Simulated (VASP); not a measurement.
# BN (Cm) in VASP: further runs

Runs on BN. Level: PBE. Tasks: single point.

All numbers are computed with VASP 6.6.1; they aren't measurements. Logs are shortened: lines on timing, memory, paths and dates and some standing lists are left out, and cuts for length are marked.

## Step 1: The cell of the first run

Symmetry: Cm, No. 8, monoclinic system. The conventional cell has a = 4.425 Å, b = 2.555 Å, c = 12.695 Å, α = 90.00°, β = 93.33°, γ = 90.00°. Within 2.1 Å of B (site symmetry m) lie 4 N at 1.57 to 1.75 Å. B (site symmetry m) has 4 N at 1.57 to 1.58 Å within 2.1 Å. Within 2.1 Å of B (site symmetry m) lie 4 N at 1.57 to 1.58 Å. B (site symmetry m) has 4 N at 1.57 to 1.58 Å within 2.1 Å. Within 2.1 Å of B (site symmetry m) lie 4 N at 1.57 to 1.58 Å. B (site symmetry m) has 4 N at 1.57 to 1.58 Å within 2.1 Å. Within 2.1 Å of N (site symmetry m) lie 4 B at 1.57 to 1.75 Å. N (site symmetry m) has 4 B at 1.57 to 1.58 Å within 2.1 Å.

## Step 2: Single point, PBE

INCAR reads:

```
SYSTEM = BN
PREC = Accurate ; ENCUT = 520
EDIFF = 1E-6 ; ISMEAR = 0
SIGMA = 0.05 ; LREAL = .FALSE.
LASPH = .TRUE. ; NELM = 100
ALGO = Normal ; ISIF = 2
LWAVE = .FALSE. ; LCHARG = .FALSE.
GGA = PE ; NBANDS = 36
```

KPOINTS reads:

```
Automatic mesh
0
G
  10 10 2
  0 0 0
```

POSCAR reads:

```
BN
1.0
   -2.5545800960      0.0000000000      0.0000000000
   -1.2772900480     -2.2123312592      0.0000000000
   -0.6387727530     -0.3687956209     12.6735436055
B N
6 6
Direct
    0.6562614830      0.6562614830      0.0624186182
    0.6006948163      0.6006948163      0.3957519516
    0.5451281497      0.5451281497      0.7290852849
    0.1840114830      0.1840114830      0.8957519516
    0.2951448163      0.2951448163      0.2290852849
    0.2395781497      0.2395781497      0.5624186182
    0.5103774070      0.5103774070      0.9375480484
    0.6215107403      0.6215107403      0.2708813818
    0.5659440737      0.5659440737      0.6042147151
    0.2048274070      0.2048274070      0.7708813818
    0.3159607403      0.3159607403      0.1042147151
    0.2603940737      0.2603940737      0.4375480484
```

Potentials or basis: VASP PAW PBE potentials, release 64 (B, N).

Run with:

```bash
$ cat potpaw_PBE.64/B/POTCAR potpaw_PBE.64/N/POTCAR > POTCAR
$ mpirun -np 1 vasp_std > vasp.out
```

OUTCAR:

```text
SYSTEM = BN
   PREC = Accurate
   ENCUT = 520
   EDIFF = 1E-6
   ISMEAR = 0
   LREAL = .FALSE.
   LASPH = .TRUE.
   NELM = 100
   ISIF = 2
   GGA = PE

 ion  position               nearest neighbor table
   1  0.656  0.656  0.062-  11 1.57  11 1.57  11 1.57   7 1.75
   2  0.601  0.601  0.396-  12 1.57  12 1.57  12 1.57   8 1.58
   3  0.545  0.545  0.729-  10 1.57  10 1.57  10 1.57   9 1.58
   4  0.184  0.184  0.896-   7 1.57   7 1.57   7 1.57  10 1.58
   5  0.295  0.295  0.229-   8 1.57   8 1.57   8 1.57  11 1.58
   6  0.240  0.240  0.562-   9 1.57   9 1.57   9 1.57  12 1.58
   7  0.510  0.510  0.938-   4 1.57   4 1.57   4 1.57   1 1.75
   8  0.622  0.622  0.271-   5 1.57   5 1.57   5 1.57   2 1.58
   9  0.566  0.566  0.604-   6 1.57   6 1.57   6 1.57   3 1.58
  10  0.205  0.205  0.771-   3 1.57   3 1.57   3 1.57   4 1.58
  11  0.316  0.316  0.104-   1 1.57   1 1.57   1 1.57   5 1.58
  12  0.260  0.260  0.438-   2 1.57   2 1.57   2 1.57   6 1.58

  LATTYP: Found a base centered monoclinic cell.
 ALAT       =     4.4246625183
 B/A-ratio  =     0.5773502692
 C/A-ratio  =     2.8691429125
 COS(beta)  =    -0.0581009748

  Lattice vectors:

 A1 = (   2.5545800960,   0.0000000000,   0.0000000000)
 A2 = (   1.2772900480,   2.2123312592,   0.0000000000)
 A3 = (  -0.6387727530,  -0.3687956209,  12.6735436055)

Analysis of symmetry for initial positions (statically):
=====================================================================
 Subroutine PRICEL returns:
 Original cell was already a primitive cell.

 Routine SETGRP: Setting up the symmetry group for a
 base centered monoclinic supercell.

 Subroutine GETGRP returns: Found  2 space group operations
 (whereof  2 operations were pure point group operations)
 out of a pool of  4 trial point group operations.

The static configuration has the point symmetry C_1h.

Analysis of symmetry for dynamics (positions and initial velocities):
=====================================================================
 Subroutine PRICEL returns:
 Original cell was already a primitive cell.

 Routine SETGRP: Setting up the symmetry group for a
 base centered monoclinic supercell.

 Subroutine GETGRP returns: Found  2 space group operations
 (whereof  2 operations were pure point group operations)
 out of a pool of  4 trial point group operations.

The dynamic configuration has the point symmetry C_1h.

 Subroutine INISYM returns: Found  2 space group operations
 (whereof  2 operations are pure point group operations),
 and found     1 'primitive' translations

----------------------------------------------------------------------------------------

                                     Primitive cell

  volume of cell :      71.6255

  direct lattice vectors                    reciprocal lattice vectors
    -2.554580096  0.000000000  0.000000000    -0.391453766  0.226005937 -0.013153385
    -1.277290048 -2.212331259  0.000000000     0.000000000 -0.452011875 -0.013153385
    -0.638772753 -0.368795621 12.673543606     0.000000000  0.000000000  0.078904530

  length of vectors
     2.554580096  2.554580096 12.694989104     0.452203214  0.452203214  0.078904530

  position of ions in fractional coordinates (direct lattice)
     0.656261483  0.656261483  0.062418618
     0.600694816  0.600694816  0.395751952
     0.545128150  0.545128150  0.729085285
     0.184011483  0.184011483  0.895751952
     0.295144816  0.295144816  0.229085285
     0.239578150  0.239578150  0.562418618
     0.510377407  0.510377407  0.937548048
     0.621510740  0.621510740  0.270881382
     0.565944074  0.565944074  0.604214715
     0.204827407  0.204827407  0.770881382
     0.315960740  0.315960740  0.104214715
     0.260394074  0.260394074  0.437548048

  ion indices of the primitive-cell ions
   primitive index   ion index
                 1           1
                 2           2
                 3           3
                 4           4
                 5           5
                 6           6
                 7           7
                 8           8
                 9           9
                10          10
                11          11
                12          12

----------------------------------------------------------------------------------------

 KPOINTS: Automatic mesh

Automatic generation of k-mesh.
 Grid dimensions read from file:
 generate k-points for:   10   10    2

 Generating k-lattice:

  Cartesian coordinates                     Fractional coordinates (reciprocal lattice)
    -0.039145377  0.022600594 -0.001315339     0.100000000  0.000000000  0.000000000
     0.000000000 -0.045201187 -0.001315339     0.000000000  0.100000000  0.000000000
     0.000000000  0.000000000  0.039452265     0.000000000  0.000000000  0.500000000

  Length of vectors
     0.045220321  0.045220321  0.039452265

  Shift w.r.t. Gamma in fractional coordinates (k-lattice)
     0.000000000  0.000000000  0.000000000

 Subroutine IBZKPT returns following result:
 ===========================================

 Found     62 irreducible k-points:

 Following reciprocal coordinates:
            Coordinates               Weight
  0.000000  0.000000  0.000000      1.000000
  0.100000  0.000000 -0.000000      4.000000
  0.200000  0.000000 -0.000000      4.000000
  0.300000  0.000000 -0.000000      4.000000
  0.400000  0.000000 -0.000000      4.000000
  0.500000  0.000000 -0.000000      2.000000
[... 16 lines left out ...]
  0.300000  0.300000  0.000000      2.000000
  0.400000  0.300000  0.000000      4.000000
 [... further k-points ...]
   k-points           NKPTS =     62   k-points in BZ     NKDIM =     62   number of bands    NBANDS=     36
   number of dos      NEDOS =    301   number of ions     NIONS =     12
   total plane-waves  NPLWV =  38400
   dimension x,y,z NGX =    20 NGY =   20 NGZ =   96
   dimension x,y,z NGXF=    40 NGYF=   40 NGZF=  192
   ions per type =               6   6
   NGX,Y,Z   is equivalent  to a cutoff of  13.02, 13.02, 12.57 a.u.
   NGXF,Y,Z  is equivalent  to a cutoff of  26.03, 26.03, 25.14 a.u.
 SYSTEM =  BN
   PREC   = accura    normal or accurate (medium, high low for compatibility)
   ISTART =      0    job   : 0-new  1-cont  2-samecut
   ICHARG =      2    charge: 1-file 2-atom 10-const
   ISPIN  =      1    spin polarized calculation?
   LNONCOLLINEAR =      F non collinear calculations
   LSORBIT =      F    spin-orbit coupling
   LASPH  =      T    aspherical Exc in radial PAW
   ENCUT  =  520.0 eV  38.22 Ry    6.18 a.u.   4.75  4.75 23.60*2*pi/ulx,y,z
   NELM   =    100;   NELMIN=  2; NELMDL= -5     # of ELM steps
   EDIFF  = 0.1E-05   stopping-criterion for ELM
   LREAL  =      F    real-space projection
   EDIFFG = 0.1E-04   stopping-criterion for IOM
   NSW    =      0    number of steps for IOM
   IBRION =     -1    ionic relax: 0-MD 1-quasi-New 2-CG
   NFREE  =      0    steps in history (QN), initial steepest desc. (CG)
   ISIF   =      2    stress and relaxation
   ISYM   =      2    0-nonsym 1-usesym 2-fastsym
   POTIM  = 0.5000    time-step for ionic-motion
   TEBEG  =    0.0;   TEEND  =   0.0 temperature during run
   PSTRESS=    0.0 pullay stress
   NELECT =      48.0000    total number of electrons
   NUPDOWN=      -1.0000    fix difference up-down
   EMIN   =  10.00;   EMAX   =-10.00  energy-range for DOS
   EFERMI =   0.00;   METHOD = LEGACY
   ISMEAR =     0;   SIGMA  =   0.05  broadening in eV -4-tet -1-fermi 0-gaus
   EFERMI_NEDOS =   21; number of points for ismear=-14 and -15
   IALGO  =     38    algorithm
   IMIX   =      4    mixing-type and parameters
     AMIX     =   0.40;   BMIX     =  1.00
     AMIX_MAG =   1.60;   BMIX_MAG =  1.00
  volume/ion in A,a.u.               =       5.97        40.28
  Fermi-wavevector in a.u.,A,eV,Ry     =   1.432625  2.707270 27.924811  2.052416
  Thomas-Fermi vector in A             =   2.552232
   LORBIT       =      0    0 simple, 1 ext, 2 COOP (PROOUT), +10 PAW based schemes
   GGA     = PE    functional components
   LHFCALC =     F    Hartree Fock is set to
   AEXX    =    0.0000 exact exchange contribution
   IVDW    =     0    specifies the selected vdW correction
   LEPSILON=     F    determine dielectric tensor
   LRPA    =     F    only Hartree local field effects (RPA)
 non-spin polarized calculation
 Gauss-broadening in eV      SIGMA  =   0.05
  energy-cutoff  :      520.00
  volume of cell :       71.63
 maximum number of plane-waves:      1952
   NGX =  9   NGY =  9   NGZ = 47

 number of electron      47.9999994 magnetization

 Free energy of the ion-electron system (eV)
  ---------------------------------------------------
  ext. energy  EPLUGINS =         0.00000000
  ---------------------------------------------------
  free energy    TOTEN  =      -102.90475101 eV

  energy without entropy =     -102.90475101  energy(sigma->0) =     -102.90475101

 E-fermi :   7.9886     XC(G=0): -12.7816

 val. band max:        7.7673682318   @ k =   0.0000   0.0000   0.0000
 cond. band min:      12.2810928421   @ k =  -0.3000   0.3000   0.0000
 fundamental gap:      4.5137246102
 Fermi energy:         7.9885679598

 k-point     1 :       0.0000    0.0000    0.0000
  band No.  band energies     occupation
      1     -12.8794      2.00000
      2     -12.2286      2.00000
      3     -12.0992      2.00000
      4     -10.4063      2.00000
      5     -10.2757      2.00000
      6      -8.6728      2.00000
[... 28 lines left out ...]
     35      17.0086      0.00000
     36      17.4383      0.00000

 k-point     2 :       0.1000    0.0000   -0.0000
  band No.  band energies     occupation
      1     -12.6646      2.00000
      2     -12.0216      2.00000
      3     -11.8835      2.00000
      4     -10.2229      2.00000
      5     -10.0694      2.00000
      6      -8.5062      2.00000
[... 28 lines left out ...]
     35      17.6103      0.00000
     36      17.7209      0.00000

 k-point     3 :       0.2000    0.0000   -0.0000
  band No.  band energies     occupation
      1     -12.0315      2.00000
      2     -11.4120      2.00000
      3     -11.2509      2.00000
      4      -9.6847      2.00000
      5      -9.4809      2.00000
      6      -8.0388      2.00000
[... 28 lines left out ...]
     35      18.3396      0.00000
     36      18.7311      0.00000

 k-point     4 :       0.3000    0.0000   -0.0000
  band No.  band energies     occupation
      1     -11.0252      2.00000
      2     -10.4476      2.00000
      3     -10.2566      2.00000
      4      -8.8665      2.00000
      5      -8.6132      2.00000
      6      -7.4131      2.00000
[... 28 lines left out ...]
     35      18.7908      0.00000
     36      19.1104      0.00000

 k-point     5 :       0.4000    0.0000   -0.0000
  band No.  band energies     occupation
      1      -9.7902      2.00000
      2      -9.2826      2.00000
      3      -9.0663      2.00000
      4      -8.0387      2.00000
      5      -7.7707      2.00000
      6      -7.0385      2.00000
[... 655 lines left out ...]
 k-point    22 :      -0.2000    0.2000    0.0000
  band No.  band energies     occupation
      1     -10.4569      2.00000
      2      -9.8800      2.00000
      3      -9.7252      2.00000
      4      -8.3707      2.00000
      5      -8.2068      2.00000
      6      -7.0971      2.00000
[... 28 lines left out ...]
     35      19.0108      0.00000
     36      19.3624      0.00000

 k-point    23 :       0.3000    0.3000    0.0000
  band No.  band energies     occupation
      1     -11.0086      2.00000
      2     -10.4881      2.00000
      3     -10.1872      2.00000
      4      -8.9717      2.00000
      5      -8.5060      2.00000
      6      -7.4436      2.00000
[... 28 lines left out ...]
     35      19.0675      0.00000
     36      19.0857      0.00000

 k-point    24 :       0.4000    0.3000    0.0000
  band No.  band energies     occupation
      1     -10.2506      2.00000
      2      -9.7809      2.00000
      3      -9.4433      2.00000
      4      -8.4355      2.00000
      5      -7.9296      2.00000
      6      -7.1222      2.00000
[... 28 lines left out ...]
     35      19.1030      0.00000
     36      19.3976      0.00000

 [... further k-points ...]
[... 5 lines left out ...]
  --------------------------------------------------------------------------------------
  -------------------------------------------------------------------------------------
  Total       -1.4576093     -0.7481548      3.3293025     -0.6144057      4.0051400      6.9371064
  in kB      -32.6049831    -16.7353300     74.4725272    -13.7435227     89.5902065    155.1747997
  external PRESSURE =       8.3774047 kB  Pullay stress =       0.0000000 kB

 VOLUME and BASIS-vectors are now :
 -----------------------------------------------------------------------------
  energy-cutoff  :      520.00
  volume of cell :       71.63
      direct lattice vectors                 reciprocal lattice vectors
    -2.554580096  0.000000000  0.000000000    -0.391453766  0.226005937 -0.013153385
    -1.277290048 -2.212331259  0.000000000     0.000000000 -0.452011875 -0.013153385
    -0.638772753 -0.368795621 12.673543606     0.000000000  0.000000000  0.078904530

 POSITION                                       TOTAL-FORCE (eV/Angst)
 -----------------------------------------------------------------------------------
     -2.55458     -1.47489      0.79107         2.510111      1.449213      0.308554
     -2.55458     -1.47489      5.01558         0.008458      0.004883      0.111010
     -2.55458     -1.47489      9.24009        -0.031200     -0.018014      0.113605
     -1.27729     -0.73744     11.35235         0.172162      0.099398     -0.028662
     -1.27729     -0.73744      2.90332         0.254053      0.146678      0.255782
     -1.27729     -0.73744      7.12784        -0.001252     -0.000723      0.106871
     -2.55458     -1.47489     11.88206        -3.446172     -1.989648     -1.003613
     -2.55458     -1.47489      3.43303         0.026254      0.015157     -0.098237
     -2.55458     -1.47489      7.65754        -0.003071     -0.001773     -0.112228
     -1.27729     -0.73744      9.76980        -0.179820     -0.103819     -0.237549
     -1.27729     -0.73744      1.32077         0.688648      0.397591      0.691365
     -1.27729     -0.73744      5.54528         0.001830      0.001056     -0.106898
 -----------------------------------------------------------------------------------
    total drift:                                0.000311      0.000180      0.000293

  FREE ENERGIE OF THE ION-ELECTRON SYSTEM (eV)
  ---------------------------------------------------
  free  energy   TOTEN  =      -102.9047510150 eV

  energy  without entropy=     -102.9047510150  energy(sigma->0) =     -102.90475101
```

Wall time 69 s (1 thread of Intel Xeon 6975P-C (Granite Rapids), shared host); peak memory 0.25 GiB.

What came out:

```
Free energy            : -102.9048 eV
Pressure               : 0.8 GPa
Largest force          : 4.104 eV/Å
Band gap on the k mesh : 4.51 eV, indirect (least direct gap 6.61 eV)
```

Forces in eV/Å, atoms in the order of the input:
```
B    2.510  1.449  0.309
B    0.008  0.005  0.111
B   -0.031 -0.018  0.114
B    0.172  0.099 -0.029
B    0.254  0.147  0.256
B   -0.001 -0.001  0.107
N   -3.446 -1.990 -1.004
N    0.026  0.015 -0.098
N   -0.003 -0.002 -0.112
N   -0.180 -0.104 -0.238
N    0.689  0.398  0.691
N    0.002  0.001 -0.107
```

Caveat: forces of over 1 eV/Å act on the atoms, so gaps and moduli don't describe the material at rest. Expect the measured gap to be larger: semilocal functionals such as PBE lack the derivative discontinuity.

## Step 3: Single point, PBE

INCAR reads:

```
PREC = Accurate
ENCUT = 520
EDIFF = 1E-7
ISMEAR = 0
SIGMA = 0.05
LREAL = False
LASPH = True
NELM = 80
ALGO = Normal
ISIF = 2
LWAVE = False
LCHARG = True
GGA = PE
LELF = True
LVHAR = True
NBANDS = 36
```

KPOINTS reads:

```
Automatic mesh
0
Gamma
  10 10 2
```

POSCAR reads:

```
BN
1.0
   -2.5545800960      0.0000000000      0.0000000000
   -1.2772900480     -2.2123312592      0.0000000000
   -1.9159350720     -1.1061656296     12.6735436055
B N
6 6
Direct
    0.6354573576      0.6354573576      0.0624186182
    0.4687906909      0.4687906909      0.3957519516
    0.3021240242      0.3021240242      0.7290852849
   -0.1145426425     -0.1145426425      0.8957519516
    0.2187906909      0.2187906909      0.2290852849
    0.0521240242      0.0521240242      0.5624186182
    0.1978926425      0.1978926424      0.9375480484
    0.5312259758      0.5312259758      0.2708813818
    0.3645593091      0.3645593091      0.6042147151
   -0.0521073575     -0.0521073576      0.7708813818
    0.2812259758      0.2812259758      0.1042147151
    0.1145593091      0.1145593091      0.4375480484
```

Potentials or basis: VASP PAW PBE potentials, release 64 (B, N).

Run with:

```bash
$ cat potpaw_PBE.64/B/POTCAR potpaw_PBE.64/N/POTCAR > POTCAR
$ mpirun -np 1 vasp_std > vasp.out
```

Run time: 83 s. Hardware: 1 thread of Intel Xeon 6975P-C (Granite Rapids), shared host; peak memory 0.25 GiB.

Results (log left out):

| Property | Result |
| --- | --- |
| Free energy | -101.7467 eV |
| Pressure | 1.5 GPa |
| Largest force | 2.714 eV/Å |
| Band gap on the k mesh | 2.66 eV, indirect (least direct gap 3.51 eV) |

Forces in eV/Å, atoms in the order of the input:
```
B    0.185  0.107  1.063
B   -0.021 -0.012  0.181
B    0.005  0.003  0.209
B   -0.624 -0.360 -0.005
B   -0.273 -0.158  0.369
B    0.000  0.000  0.177
N    1.621  0.936 -1.966
N   -0.046 -0.027 -0.159
N    0.002  0.001 -0.188
N    0.101  0.058 -0.445
N   -0.947 -0.547  0.942
N   -0.002 -0.001 -0.179
```

Stress tensor (GPa, compression positive):
```
-1.09  5.40 -6.62
 5.40 -7.32 -3.82
-6.62 -3.82 12.79
```

Levels at points of the mesh, in eV from the valence-band top:
```csv
k point,band 20,band 21,band 22,band 23,band 24,band 25,band 26,band 27,band 28,band 29
"(0.00, 0.00, 0.00)",-0.72,-0.60,-0.26,-0.20,0.00,6.61,7.79,7.91,8.36,8.45
"(0.50, 0.00, 0.00)",-3.81,-3.67,-3.07,-2.45,-0.85,2.66,6.14,6.37,6.65,6.96
"(0.50, 0.50, 0.00)",-3.73,-3.39,-3.21,-2.61,-2.33,4.34,6.15,6.34,6.56,6.89
"(0.00, 0.00, 0.50)",-0.83,-0.73,-0.55,-0.20,-0.18,6.66,7.82,7.85,8.39,8.61
"(0.50, 0.00, 0.50)",-3.83,-3.70,-3.10,-2.44,-0.90,2.70,6.16,6.44,6.65,6.91
"(0.50, 0.50, 0.50)",-3.96,-3.49,-2.80,-2.48,-2.45,4.32,6.13,6.34,6.46,6.68
```

Caveat: forces of over 1 eV/Å act on the atoms, so gaps and moduli don't describe the material at rest. As with any semilocal functional, this PBE gap is likely too small.

(Continued in part 2 of 2.)
